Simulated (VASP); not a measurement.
# CdS (Fm-3m) in VASP: a series of runs

Runs on CdS. Level: PBE. Tasks: single point.

Program: VASP 6.6.1. These are calculated values, not measurements. Logs are shortened: lines on timing, memory, paths and dates and some standing lists are left out, and cuts for length are marked.

### Step 1. The cell of the first run

The structure is cubic, space group Fm-3m (No. 225). The conventional cell has a = 5.454 Å, b = 5.454 Å, c = 5.454 Å, α = 90.00°, β = 90.00°, γ = 90.00°. Cd (site symmetry m-3m) has 6 S at 2.73 Å within 3.6 Å. Within 3.6 Å of S (site symmetry m-3m) lie 6 Cd at 2.73 Å.

### Step 2. Single point, PBE

INCAR

```
ALGO = Normal ; EDIFF = 1E-7
ENCUT = 520 ; GGA = PE
ISIF = 2 ; ISMEAR = 0
LASPH = True ; LCHARG = False
LREAL = False ; LWAVE = False
NBANDS = 16 ; NELM = 100
PREC = Accurate ; SIGMA = 0.01
```

KPOINTS

```
k-points
0
Gamma
  4 4 4
```

POSCAR

```
CdS
1.0
    0.0000000000      2.7267765504      2.7267765504
    2.7267765504      0.0000000000      2.7267765504
    2.7267765504      2.7267765504      0.0000000000
Cd S
1 1
Direct
    0.0000000000      0.0000000000      0.0000000000
    0.5000000000      0.5000000000      0.5000000000
```

Potentials or basis: VASP PAW PBE potentials, release 64 (Cd, S).

Command:

```sh
$ cat potpaw_PBE.64/Cd/POTCAR potpaw_PBE.64/S/POTCAR > POTCAR
$ mpirun -np 1 vasp_std > vasp.out
```

OUTCAR:

```text
EDIFF = 1E-7
   ENCUT = 520
   GGA = PE
   ISIF = 2
   ISMEAR = 0
   LASPH = True
   LREAL = False
   NELM = 100
   PREC = Accurate

 ion  position               nearest neighbor table
   1  0.000  0.000  0.000-   2 2.73   2 2.73   2 2.73   2 2.73   2 2.73   2 2.73
   2  0.500  0.500  0.500-   1 2.73   1 2.73   1 2.73   1 2.73   1 2.73   1 2.73

  LATTYP: Found a face centered cubic cell.
 ALAT       =     5.4535531008

  Lattice vectors:

 A1 = (   0.0000000000,   2.7267765504,   2.7267765504)
 A2 = (   2.7267765504,   0.0000000000,   2.7267765504)
 A3 = (   2.7267765504,   2.7267765504,   0.0000000000)

Analysis of symmetry for initial positions (statically):
=====================================================================
 Subroutine PRICEL returns:
 Original cell was already a primitive cell.

 Routine SETGRP: Setting up the symmetry group for a
 face centered cubic supercell.

 Subroutine GETGRP returns: Found 48 space group operations
 (whereof 48 operations were pure point group operations)
 out of a pool of 48 trial point group operations.

The static configuration has the point symmetry O_h .

Analysis of symmetry for dynamics (positions and initial velocities):
=====================================================================
 Subroutine PRICEL returns:
 Original cell was already a primitive cell.

 Routine SETGRP: Setting up the symmetry group for a
 face centered cubic supercell.

 Subroutine GETGRP returns: Found 48 space group operations
 (whereof 48 operations were pure point group operations)
 out of a pool of 48 trial point group operations.

The dynamic configuration has the point symmetry O_h .

 Subroutine INISYM returns: Found 48 space group operations
 (whereof 48 operations are pure point group operations),
 and found     1 'primitive' translations

----------------------------------------------------------------------------------------

                                     Primitive cell

  volume of cell :      40.5489

  direct lattice vectors                    reciprocal lattice vectors
     0.000000000  2.726776550  2.726776550    -0.183366694  0.183366694  0.183366694
     2.726776550  0.000000000  2.726776550     0.183366694 -0.183366694  0.183366694
     2.726776550  2.726776550  0.000000000     0.183366694  0.183366694 -0.183366694

  length of vectors
     3.856244379  3.856244379  3.856244379     0.317600430  0.317600430  0.317600430

  position of ions in fractional coordinates (direct lattice)
     0.000000000  0.000000000  0.000000000
     0.500000000  0.500000000  0.500000000

[... 60 lines left out ...]
   LREAL  =      F    real-space projection
   EDIFFG = 0.1E-05   stopping-criterion for IOM
   NSW    =      0    number of steps for IOM
   IBRION =     -1    ionic relax: 0-MD 1-quasi-New 2-CG
   NFREE  =      0    steps in history (QN), initial steepest desc. (CG)
   ISIF   =      2    stress and relaxation
   ISYM   =      2    0-nonsym 1-usesym 2-fastsym
   POTIM  = 0.5000    time-step for ionic-motion
   TEBEG  =    0.0;   TEEND  =   0.0 temperature during run
   PSTRESS=    0.0 pullay stress
   NELECT =      18.0000    total number of electrons
   NUPDOWN=      -1.0000    fix difference up-down
   EMIN   =  10.00;   EMAX   =-10.00  energy-range for DOS
   EFERMI =   0.00;   METHOD = LEGACY
   ISMEAR =     0;   SIGMA  =   0.01  broadening in eV -4-tet -1-fermi 0-gaus
   EFERMI_NEDOS =   21; number of points for ismear=-14 and -15
   IALGO  =     38    algorithm
   IMIX   =      4    mixing-type and parameters
     AMIX     =   0.40;   BMIX     =  1.00
     AMIX_MAG =   1.60;   BMIX_MAG =  1.00
  volume/ion in A,a.u.               =      20.27       136.82
  Fermi-wavevector in a.u.,A,eV,Ry     =   1.248838  2.359962 21.219598  1.559596
  Thomas-Fermi vector in A             =   2.382906
   LORBIT       =      0    0 simple, 1 ext, 2 COOP (PROOUT), +10 PAW based schemes
   GGA     = PE    functional components
   LHFCALC =     F    Hartree Fock is set to
   AEXX    =    0.0000 exact exchange contribution
   IVDW    =     0    specifies the selected vdW correction
   LEPSILON=     F    determine dielectric tensor
   LRPA    =     F    only Hartree local field effects (RPA)
 non-spin polarized calculation
 Gauss-broadening in eV      SIGMA  =   0.01
  energy-cutoff  :      520.00
  volume of cell :       40.55
 maximum number of plane-waves:      1106
 NGX is ok and might be reduce to    30
   NGX = 15   NGY = 15   NGZ = 15

 number of electron      18.0000003 magnetization

 Free energy of the ion-electron system (eV)
  ---------------------------------------------------
  ext. energy  EPLUGINS =         0.00000000
  ---------------------------------------------------
  free energy    TOTEN  =        -5.78892141 eV

  energy without entropy =       -5.78892141  energy(sigma->0) =       -5.78892141

 E-fermi :   3.1082     XC(G=0): -10.4373

 val. band max:        3.0425147171   @ k =   0.5000   0.0000   0.0000
 cond. band min:       3.2502814395   @ k =   0.5000   0.5000   0.0000
 fundamental gap:      0.2077667224
 Fermi energy:         3.1082035257

 k-point     1 :       0.0000    0.0000    0.0000
  band No.  band energies     occupation
      1      -9.8178      2.00000
      2      -4.6578      2.00000
      3      -4.6578      2.00000
      4      -4.6578      2.00000
      5      -4.6557      2.00000
      6      -4.6557      2.00000
[... 129 lines left out ...]
      3      -4.6561      2.00000
      4      -4.6561      2.00000
      5      -4.3794      2.00000
      6      -3.8574      2.00000
[... 8 lines left out ...]
     15      16.0681      0.00000
     16      17.6958      0.00000

------------------------ aborting loop because EDIFF is reached ----------------------------------------

  FORCE on cell =-STRESS in cart. coord.  units (eV):
  Direction    XX          YY          ZZ          XY          YZ          ZX
  --------------------------------------------------------------------------------------
  -------------------------------------------------------------------------------------
  Total        0.6484190      0.6484190      0.6484190      0.0000000      0.0000000      0.0000000
  in kB       25.6205036     25.6205036     25.6205036      0.0000000      0.0000000      0.0000000
  external PRESSURE =      25.6205036 kB  Pullay stress =       0.0000000 kB

 VOLUME and BASIS-vectors are now :
 -----------------------------------------------------------------------------
  energy-cutoff  :      520.00
  volume of cell :       40.55
      direct lattice vectors                 reciprocal lattice vectors
     0.000000000  2.726776550  2.726776550    -0.183366694  0.183366694  0.183366694
     2.726776550  0.000000000  2.726776550     0.183366694 -0.183366694  0.183366694
     2.726776550  2.726776550  0.000000000     0.183366694  0.183366694 -0.183366694

 POSITION                                       TOTAL-FORCE (eV/Angst)
 -----------------------------------------------------------------------------------
      0.00000      0.00000      0.00000         0.000000      0.000000      0.000000
      2.72678      2.72678      2.72678        -0.000000     -0.000000     -0.000000
 -----------------------------------------------------------------------------------
    total drift:                               -0.000000      0.000000      0.000000

  FREE ENERGIE OF THE ION-ELECTRON SYSTEM (eV)
  ---------------------------------------------------
  free  energy   TOTEN  =        -5.7889214078 eV

  energy  without entropy=       -5.7889214078  energy(sigma->0) =       -5.78892141
```

stdout:

```text
POSCAR found type information on POSCAR CdS
 POSCAR found :  2 types and       2 ions
 scaLAPACK will be used
 LDA part: xc-table for (Slater+PW92), standard interpolation
 POSCAR, INCAR and KPOINTS ok, starting setup
 FFT: planning ... GRIDC
 FFT: planning ... GRID_SOFT
 FFT: planning ... GRID
 WAVECAR not read
 entering main loop
```

Wall time 14 s (1 thread of Intel Xeon 8259CL, shared host); peak memory 0.16 GiB.

Results:

| Item | Value |
| --- | --- |
| Free energy | -5.7889 eV |
| Pressure | 2.6 GPa |
| Band gap on the k mesh | 0.21 eV, indirect (least direct gap 1.69 eV) |

Caveat: the k points lie up to 0.50 Å⁻¹ apart. A k mesh can miss the band edges.

### Step 3. Single point, PBE

INCAR

```
SYSTEM = CdS
PREC = Accurate
ENCUT = 520
EDIFF = 1E-7
ISMEAR = 0
SIGMA = 0.01
LREAL = .FALSE.
LASPH = .TRUE.
NELM = 60
ALGO = Normal
ISIF = 2
LWAVE = .FALSE.
LCHARG = .FALSE.
GGA = PE
NBANDS = 16
```

KPOINTS

```
Automatic mesh
0
G
  4 4 4
  0 0 0
```

POSCAR is that of step 2.

Potentials or basis: VASP PAW PBE potentials, release 64 (Cd, S).

Command:

```sh
$ cat potpaw_PBE.64/Cd/POTCAR potpaw_PBE.64/S/POTCAR > POTCAR
$ mpirun -np 1 vasp_std > vasp.out
```

OUTCAR:

```text
SYSTEM = CdS
   PREC = Accurate
   ENCUT = 520
   EDIFF = 1E-7
   ISMEAR = 0
   LREAL = .FALSE.
   LASPH = .TRUE.
   NELM = 60
   ISIF = 2
   GGA = PE

 ion  position               nearest neighbor table
   1  0.000  0.000  0.000-   2 2.73   2 2.73   2 2.73   2 2.73   2 2.73   2 2.73
   2  0.500  0.500  0.500-   1 2.73   1 2.73   1 2.73   1 2.73   1 2.73   1 2.73

  LATTYP: Found a face centered cubic cell.
 ALAT       =     5.4535531008

  Lattice vectors:

 A1 = (   0.0000000000,   2.7267765504,   2.7267765504)
 A2 = (   2.7267765504,   0.0000000000,   2.7267765504)
 A3 = (   2.7267765504,   2.7267765504,   0.0000000000)

Analysis of symmetry for initial positions (statically):
=====================================================================
 Subroutine PRICEL returns:
 Original cell was already a primitive cell.

 Routine SETGRP: Setting up the symmetry group for a
 face centered cubic supercell.

 Subroutine GETGRP returns: Found 48 space group operations
 (whereof 48 operations were pure point group operations)
 out of a pool of 48 trial point group operations.

The static configuration has the point symmetry O_h .

Analysis of symmetry for dynamics (positions and initial velocities):
=====================================================================
 Subroutine PRICEL returns:
 Original cell was already a primitive cell.

 Routine SETGRP: Setting up the symmetry group for a
 face centered cubic supercell.

 Subroutine GETGRP returns: Found 48 space group operations
 (whereof 48 operations were pure point group operations)
 out of a pool of 48 trial point group operations.

The dynamic configuration has the point symmetry O_h .

 Subroutine INISYM returns: Found 48 space group operations
 (whereof 48 operations are pure point group operations),
 and found     1 'primitive' translations

----------------------------------------------------------------------------------------

                                     Primitive cell

  volume of cell :      40.5489

  direct lattice vectors                    reciprocal lattice vectors
     0.000000000  2.726776550  2.726776550    -0.183366694  0.183366694  0.183366694
     2.726776550  0.000000000  2.726776550     0.183366694 -0.183366694  0.183366694
     2.726776550  2.726776550  0.000000000     0.183366694  0.183366694 -0.183366694

  length of vectors
     3.856244379  3.856244379  3.856244379     0.317600430  0.317600430  0.317600430

  position of ions in fractional coordinates (direct lattice)
     0.000000000  0.000000000  0.000000000
     0.500000000  0.500000000  0.500000000

  ion indices of the primitive-cell ions
   primitive index   ion index
                 1           1
                 2           2

----------------------------------------------------------------------------------------

 KPOINTS: Automatic mesh

Automatic generation of k-mesh.
 Grid dimensions read from file:
 generate k-points for:    4    4    4

 Generating k-lattice:

  Cartesian coordinates                     Fractional coordinates (reciprocal lattice)
    -0.045841673  0.045841673  0.045841673     0.250000000  0.000000000  0.000000000
     0.045841673 -0.045841673  0.045841673     0.000000000  0.250000000  0.000000000
     0.045841673  0.045841673 -0.045841673     0.000000000  0.000000000  0.250000000

  Length of vectors
     0.079400107  0.079400107  0.079400107

  Shift w.r.t. Gamma in fractional coordinates (k-lattice)
     0.000000000  0.000000000  0.000000000

 Subroutine IBZKPT returns following result:
 ===========================================

 Found      8 irreducible k-points:

 Following reciprocal coordinates:
            Coordinates               Weight
  0.000000  0.000000  0.000000      1.000000
  0.250000  0.000000  0.000000      8.000000
  0.500000  0.000000  0.000000      4.000000
  0.250000  0.250000  0.000000      6.000000
  0.500000  0.250000  0.000000     24.000000
 -0.250000  0.250000  0.000000     12.000000
  0.500000  0.500000  0.000000      3.000000
 -0.250000  0.500000  0.250000      6.000000
   k-points           NKPTS =      8   k-points in BZ     NKDIM =      8   number of bands    NBANDS=     16
   number of dos      NEDOS =    301   number of ions     NIONS =      2
   total plane-waves  NPLWV =  27000
   dimension x,y,z NGX =    30 NGY =   30 NGZ =   30
   dimension x,y,z NGXF=    60 NGYF=   60 NGZF=   60
   ions per type =               1   1
   NGX,Y,Z   is equivalent  to a cutoff of  12.93, 12.93, 12.93 a.u.
   NGXF,Y,Z  is equivalent  to a cutoff of  25.87, 25.87, 25.87 a.u.
 SYSTEM =  CdS
   PREC   = accura    normal or accurate (medium, high low for compatibility)
   ISTART =      0    job   : 0-new  1-cont  2-samecut
   ICHARG =      2    charge: 1-file 2-atom 10-const
   ISPIN  =      1    spin polarized calculation?
   LNONCOLLINEAR =      F non collinear calculations
   LSORBIT =      F    spin-orbit coupling
   LASPH  =      T    aspherical Exc in radial PAW
   ENCUT  =  520.0 eV  38.22 Ry    6.18 a.u.   7.17  7.17  7.17*2*pi/ulx,y,z
   NELM   =     60;   NELMIN=  2; NELMDL= -5     # of ELM steps
   EDIFF  = 0.1E-06   stopping-criterion for ELM
   LREAL  =      F    real-space projection
   EDIFFG = 0.1E-05   stopping-criterion for IOM
   NSW    =      0    number of steps for IOM
   IBRION =     -1    ionic relax: 0-MD 1-quasi-New 2-CG
   NFREE  =      0    steps in history (QN), initial steepest desc. (CG)
   ISIF   =      2    stress and relaxation
   ISYM   =      2    0-nonsym 1-usesym 2-fastsym
   POTIM  = 0.5000    time-step for ionic-motion
   TEBEG  =    0.0;   TEEND  =   0.0 temperature during run
   PSTRESS=    0.0 pullay stress
   NELECT =      18.0000    total number of electrons
   NUPDOWN=      -1.0000    fix difference up-down
   EMIN   =  10.00;   EMAX   =-10.00  energy-range for DOS
   EFERMI =   0.00;   METHOD = LEGACY
   ISMEAR =     0;   SIGMA  =   0.01  broadening in eV -4-tet -1-fermi 0-gaus
   EFERMI_NEDOS =   21; number of points for ismear=-14 and -15
   IALGO  =     38    algorithm
   IMIX   =      4    mixing-type and parameters
     AMIX     =   0.40;   BMIX     =  1.00
     AMIX_MAG =   1.60;   BMIX_MAG =  1.00
  volume/ion in A,a.u.               =      20.27       136.82
  Fermi-wavevector in a.u.,A,eV,Ry     =   1.248838  2.359962 21.219598  1.559596
  Thomas-Fermi vector in A             =   2.382906
   LORBIT       =      0    0 simple, 1 ext, 2 COOP (PROOUT), +10 PAW based schemes
   GGA     = PE    functional components
   LHFCALC =     F    Hartree Fock is set to
   AEXX    =    0.0000 exact exchange contribution
   IVDW    =     0    specifies the selected vdW correction
   LEPSILON=     F    determine dielectric tensor
   LRPA    =     F    only Hartree local field effects (RPA)
 non-spin polarized calculation
 Gauss-broadening in eV      SIGMA  =   0.01
  energy-cutoff  :      520.00
  volume of cell :       40.55
 maximum number of plane-waves:      1106
 NGX is ok and might be reduce to    30
   NGX = 15   NGY = 15   NGZ = 15

 number of electron      18.0000003 magnetization

 Free energy of the ion-electron system (eV)
  ---------------------------------------------------
  ext. energy  EPLUGINS =         0.00000000
  ---------------------------------------------------
  free energy    TOTEN  =        -5.78892141 eV

  energy without entropy =       -5.78892141  energy(sigma->0) =       -5.78892141

 E-fermi :   3.1082     XC(G=0): -10.4373

 val. band max:        3.0425147171   @ k =   0.5000   0.0000   0.0000
 cond. band min:       3.2502814395   @ k =   0.5000   0.5000   0.0000
 fundamental gap:      0.2077667224
 Fermi energy:         3.1082035257

 k-point     1 :       0.0000    0.0000    0.0000
  band No.  band energies     occupation
      1      -9.8178      2.00000
      2      -4.6578      2.00000
      3      -4.6578      2.00000
      4      -4.6578      2.00000
      5      -4.6557      2.00000
      6      -4.6557      2.00000
[... 8 lines left out ...]
     15      14.5074      0.00000
     16      14.5074      0.00000
[... 115 lines left out ...]
 k-point     8 :      -0.2500    0.5000    0.2500
  band No.  band energies     occupation
      1      -8.7427      2.00000
      2      -4.7982      2.00000
      3      -4.6561      2.00000
      4      -4.6561      2.00000
      5      -4.3794      2.00000
      6      -3.8574      2.00000
[... 8 lines left out ...]
     15      16.0681      0.00000
     16      17.6958      0.00000

------------------------ aborting loop because EDIFF is reached ----------------------------------------

  FORCE on cell =-STRESS in cart. coord.  units (eV):
  Direction    XX          YY          ZZ          XY          YZ          ZX
  --------------------------------------------------------------------------------------
  -------------------------------------------------------------------------------------
  Total        0.6484190      0.6484190      0.6484190      0.0000000      0.0000000      0.0000000
  in kB       25.6205036     25.6205036     25.6205036      0.0000000      0.0000000      0.0000000
  external PRESSURE =      25.6205036 kB  Pullay stress =       0.0000000 kB

 VOLUME and BASIS-vectors are now :
 -----------------------------------------------------------------------------
  energy-cutoff  :      520.00
  volume of cell :       40.55
      direct lattice vectors                 reciprocal lattice vectors
     0.000000000  2.726776550  2.726776550    -0.183366694  0.183366694  0.183366694
     2.726776550  0.000000000  2.726776550     0.183366694 -0.183366694  0.183366694
     2.726776550  2.726776550  0.000000000     0.183366694  0.183366694 -0.183366694

 POSITION                                       TOTAL-FORCE (eV/Angst)
 -----------------------------------------------------------------------------------
      0.00000      0.00000      0.00000         0.000000      0.000000      0.000000
      2.72678      2.72678      2.72678        -0.000000     -0.000000     -0.000000
 -----------------------------------------------------------------------------------
    total drift:                               -0.000000      0.000000      0.000000

  FREE ENERGIE OF THE ION-ELECTRON SYSTEM (eV)
  ---------------------------------------------------
  free  energy   TOTEN  =        -5.7889214078 eV

  energy  without entropy=       -5.7889214078  energy(sigma->0) =       -5.78892141
```

Wall time 16 s (1 thread of Intel Xeon 8259CL, shared host); peak memory 0.16 GiB.

Results:

```
Free energy            : -5.7889 eV
Pressure               : 2.6 GPa
Band gap on the k mesh : 0.21 eV, indirect (least direct gap 1.69 eV)
```

Caveat: the k points lie up to 0.50 Å⁻¹ apart. A k mesh can miss the band edges.
